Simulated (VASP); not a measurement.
# W3O10 (Fmm2) in VASP: single point with PBE

Aim: the single point of W3O10 with PBE.

All numbers are computed with VASP 6.6.1; they aren't measurements. Logs are shortened: lines on timing, memory, paths and dates and some standing lists are left out, and cuts for length are marked.

### 1 The cell of the first run

It takes space group Fmm2 (No. 42, orthorhombic). The conventional cell has a = 7.496 Å, b = 12.918 Å, c = 7.779 Å, α = 90.00°, β = 90.00°, γ = 90.00°. W (site symmetry 2) has 6 O at 1.86 to 2.03 Å within 2.5 Å. Within 2.3 Å of W (site symmetry mm2) lie 6 O at 1.74 to 2.25 Å. Within 2.8 Å of O (site symmetry m) lie 2 W at 1.93 Å and 8 O at 2.68 to 2.78 Å. Within 2.9 Å of O (site symmetry 1) lie 2 W at 1.94 to 1.95 Å and 8 O at 2.68 to 2.84 Å. O (site symmetry 2) has 2 W at 1.86 to 2.03 Å within 2.5 Å. Within 3.0 Å of O (site symmetry mm2) lie 1 W at 2.25 Å and 4 O at 2.70 Å. O (site symmetry mm2) has 1 W at 1.74 Å within 2.3 Å.

### 2 Single point, PBE, collinear spin

The input, INCAR:

```
PREC = Accurate ; ENCUT = 520
EDIFF = 1E-6 ; ISMEAR = 0
SIGMA = 0.1 ; LREAL = F
LASPH = T ; NELM = 150
ALGO = Normal ; ISIF = 2
LWAVE = F ; LCHARG = T
ISPIN = 2 ; MAGMOM = -0.01 -0.01 -0.01 0.01 0.01 0.09 0.09 0.09 0.09 0.03 0.03 1.62 0
LORBIT = 11 ; LMAXMIX = 4
GGA = PE ; LELF = T
LVHAR = T ; NBANDS = 67
```

The input, KPOINTS:

```
regular mesh
0
Gamma
  4 4 4
```

The input, POSCAR:

```
W3O10
1.0
    0.0000000000      6.4590070000      3.8896550000
    3.7478100000      0.0000000000      3.8896550000
    3.7478100000      6.4590070000      0.0000000000
W O
3 10
Direct
    0.0171800000      0.0171800000      0.4828200000
    0.5171800000      0.5171800000      0.9828200000
    0.9518680000      0.9518680000      0.0481320000
    0.7215510000      0.2930670000      0.7069330000
    0.2930670000      0.7215510000      0.2784490000
    0.0695610000      0.9245750000      0.7175110000
    0.9245750000      0.0695610000      0.2883530000
    0.7116470000      0.2824890000      0.0754250000
    0.2824890000      0.7116470000      0.9304390000
    0.2561730000      0.2561730000      0.2438270000
    0.7561730000      0.7561730000      0.7438270000
    0.2409360000      0.2409360000      0.7590640000
    0.7276000000      0.7276000000      0.2724000000
```

Potentials or basis: VASP PAW PBE potentials, release 64 (W_sv, O).

On the command line:

```console
cat potpaw_PBE.64/W_sv/POTCAR potpaw_PBE.64/O/POTCAR > POTCAR
mpirun -np 1 vasp_std > vasp.out
```

OUTCAR:

```text
PREC = Accurate
   ENCUT = 520
   EDIFF = 1E-6
   ISMEAR = 0
   LREAL = F
   LASPH = T
   NELM = 150
   ISIF = 2
   ISPIN = 2
   LORBIT = 11
   GGA = PE

 ion  position               nearest neighbor table
   1  0.017  0.017  0.483-  10 1.86   5 1.93   4 1.93   7 1.94   6 1.94  11 2.03
   2  0.517  0.517  0.983-  11 1.86   5 1.93   4 1.93   9 1.94   8 1.94  10 2.03
   3  0.952  0.952  0.048-  13 1.74   7 1.95   8 1.95   9 1.95   6 1.95  12 2.25
   4  0.722  0.293  0.707-   1 1.93   2 1.93
   5  0.293  0.722  0.278-   1 1.93   2 1.93
   6  0.070  0.925  0.718-   1 1.94   3 1.95
   7  0.925  0.070  0.288-   1 1.94   3 1.95
   8  0.712  0.282  0.075-   2 1.94   3 1.95
   9  0.282  0.712  0.930-   2 1.94   3 1.95
  10  0.256  0.256  0.244-   1 1.86   2 2.03
  11  0.756  0.756  0.744-   2 1.86   1 2.03
  12  0.241  0.241  0.759-   3 2.25
  13  0.728  0.728  0.272-   3 1.74

  LATTYP: Found a face centered orthorhombic cell.
 ALAT       =     7.4956200000
 B/A-ratio  =     1.0378474362
 C/A-ratio  =     1.7234083371

  Lattice vectors:

 A1 = (   0.0000000000,   6.4590070000,  -3.8896550000)
 A2 = (   3.7478100000,   6.4590070000,   0.0000000000)
 A3 = (   3.7478100000,   0.0000000000,  -3.8896550000)

Analysis of symmetry for initial positions (statically):
=====================================================================
 Subroutine PRICEL returns:
 Original cell was already a primitive cell.

 Routine SETGRP: Setting up the symmetry group for a
 face centered orthorhombic supercell.

 Subroutine GETGRP returns: Found  4 space group operations
 (whereof  4 operations were pure point group operations)
 out of a pool of  8 trial point group operations.

The static configuration has the point symmetry C_2v.

Analysis of symmetry for dynamics (positions and initial velocities):
=====================================================================
 Subroutine PRICEL returns:
 Original cell was already a primitive cell.

 Routine SETGRP: Setting up the symmetry group for a
 face centered orthorhombic supercell.

 Subroutine GETGRP returns: Found  4 space group operations
 (whereof  4 operations were pure point group operations)
 out of a pool of  8 trial point group operations.

The dynamic configuration has the point symmetry C_2v.

Analysis of structural, dynamic, and magnetic symmetry:
[... 183 lines left out ...]
 k-point     1 :       0.0000    0.0000    0.0000
  band No.  band energies     occupation
      1     -74.1671      1.00000
      2     -74.1658      1.00000
      3     -73.6143      1.00000
      4     -38.3605      1.00000
      5     -38.3533      1.00000
      6     -38.3176      1.00000
[... 1177 lines left out ...]
     62       6.7968      0.00000
     63       7.7704      0.00000
 Fermi energy:         0.7931684076

 spin component 2

 k-point     1 :       0.0000    0.0000    0.0000
  band No.  band energies     occupation
      1     -74.1741      1.00000
      2     -74.1728      1.00000
      3     -73.6265      1.00000
      4     -38.3697      1.00000
      5     -38.3615      1.00000
      6     -38.3275      1.00000
[... 1177 lines left out ...]
     62       6.8032      0.00000
     63       7.7753      0.00000
 [bands above 63 left out]

------------------------ aborting loop because EDIFF is reached ----------------------------------------

  FORCE on cell =-STRESS in cart. coord.  units (eV):
  Direction    XX          YY          ZZ          XY          YZ          ZX
  --------------------------------------------------------------------------------------
  -------------------------------------------------------------------------------------
  Total       -5.2852389     -5.6659134     -5.6349728      0.0000000      0.0000000      0.0000000
  in kB      -44.9666780    -48.2054474    -47.9422055      0.0000000      0.0000000      0.0000000
  external PRESSURE =     -47.0381103 kB  Pullay stress =       0.0000000 kB

 VOLUME and BASIS-vectors are now :
 -----------------------------------------------------------------------------
  energy-cutoff  :      520.00
  volume of cell :      188.31
      direct lattice vectors                 reciprocal lattice vectors
     0.000000000  6.459007000  3.889655000    -0.133411246  0.077411280  0.128546105
     3.747810000  0.000000000  3.889655000     0.133411246 -0.077411280  0.128546105
     3.747810000  6.459007000  0.000000000     0.133411246  0.077411280 -0.128546105

 POSITION                                       TOTAL-FORCE (eV/Angst)
 -----------------------------------------------------------------------------------
      1.87390      3.22950      0.13365         0.000000     -0.000000      0.705295
      5.62172      9.68851      4.02330        -0.000000      0.000000      0.705295
      3.74781      6.45901      7.40488         0.000000      0.000000     -0.779237
      3.74781      9.22659      3.94651         0.000000      0.214452     -0.084256
      3.74781      3.69143      3.94651         0.000000     -0.214452     -0.084256
      6.15423      5.08370      3.86685         0.296240     -0.171001     -0.025657
      1.34139      7.83431      3.86685        -0.296240      0.171001     -0.025657
      1.34139      5.08370      3.86685        -0.296240     -0.171001     -0.025657
      6.15423      7.83431      3.86685         0.296240      0.171001     -0.025657
      1.87390      3.22950      1.99285         0.000000      0.000000     -0.630782
      5.62172      9.68851      5.88250         0.000000      0.000000     -0.630782
      3.74781      6.45901      1.87432         0.000000      0.000000     -0.176676
      3.74781      6.45901      5.66023         0.000000      0.000000      1.078026
 -----------------------------------------------------------------------------------
    total drift:                                0.000072      0.000004      0.000109

  FREE ENERGIE OF THE ION-ELECTRON SYSTEM (eV)
  ---------------------------------------------------
  free  energy   TOTEN  =      -111.1943102180 eV

  energy  without entropy=     -111.1929444164  energy(sigma->0) =     -111.19362732

 total charge

# of ion       s       p       d       tot
------------------------------------------
    1        2.378   6.511   2.931  11.820
    2        2.378   6.511   2.931  11.820
    3        2.391   6.494   3.081  11.966
    4        1.572   3.477   0.000   5.049
    5        1.572   3.477   0.000   5.049
    6        1.571   3.460   0.000   5.031
    7        1.571   3.460   0.000   5.031
    8        1.571   3.460   0.000   5.031
    9        1.571   3.460   0.000   5.031
   10        1.571   3.475   0.000   5.046
   11        1.571   3.475   0.000   5.046
   12        1.619   3.022   0.000   4.641
   13        1.603   3.346   0.000   4.949
--------------------------------------------------
tot         22.941  53.628   8.944  85.512

 magnetization (x)

# of ion       s       p       d       tot
------------------------------------------
    1       -0.001  -0.000  -0.014  -0.015
    2       -0.001  -0.000  -0.014  -0.015
    3       -0.002  -0.007  -0.022  -0.031
    4        0.000   0.010   0.000   0.011
    5        0.000   0.010   0.000   0.011
    6        0.001   0.073   0.000   0.075
    7        0.001   0.073   0.000   0.075
    8        0.001   0.073   0.000   0.075
    9        0.001   0.073   0.000   0.075
   10        0.001   0.029   0.000   0.030
   11        0.001   0.029   0.000   0.030
   12        0.015   1.285   0.000   1.300
   13       -0.000  -0.004   0.000  -0.005
--------------------------------------------------
tot          0.019   1.646  -0.049   1.616
```

stdout:

```text
POSCAR found type information on POSCAR W O
 POSCAR found :  2 types and      13 ions
 scaLAPACK will be used
 LDA part: xc-table for (Slater+PW92), standard interpolation
 POSCAR, INCAR and KPOINTS ok, starting setup
 FFT: planning ... GRIDC
 FFT: planning ... GRID_SOFT
 FFT: planning ... GRID
 WAVECAR not read
 entering main loop
```

Wall time 15 min (1 thread of Oxide Virtual Turin-like, shared host); peak memory 0.59 GiB.

What came out:

```
Free energy                                           : -111.1943 eV
Pressure                                              : -4.7 GPa
Largest force                                         : 1.078 eV/Å
Band gap on the k mesh                                : 0.15 eV (least direct gap 0.27 eV)
Net moment                                            : 2.00 μB per cell
Site moments                                          : W -0.01, -0.03 (each value once); O +0.01, +0.07, +0.03, +1.30, -0.01 (each value once) μB
Valence electrons inside the program's atomic spheres : W 11.82, 11.97 (each value once); O 5.05, 5.03, 4.64, 4.95 (each value once)
```

Forces in eV/Å, atoms in the order of the input:
```
W    0.000  0.000  0.705
W    0.000  0.000  0.705
W    0.000  0.000 -0.779
O    0.000  0.214 -0.084
O    0.000 -0.214 -0.084
O    0.296 -0.171 -0.026
O   -0.296  0.171 -0.026
O   -0.296 -0.171 -0.026
O    0.296  0.171 -0.026
O    0.000  0.000 -0.631
O    0.000  0.000 -0.631
O    0.000  0.000 -0.177
O    0.000  0.000  1.078
```

Caveat: the cell stands under tension; spin-orbit coupling is left out, which moves the levels of the heavy elements; forces of over 1 eV/Å act on the atoms, so gaps and moduli don't describe the material at rest.
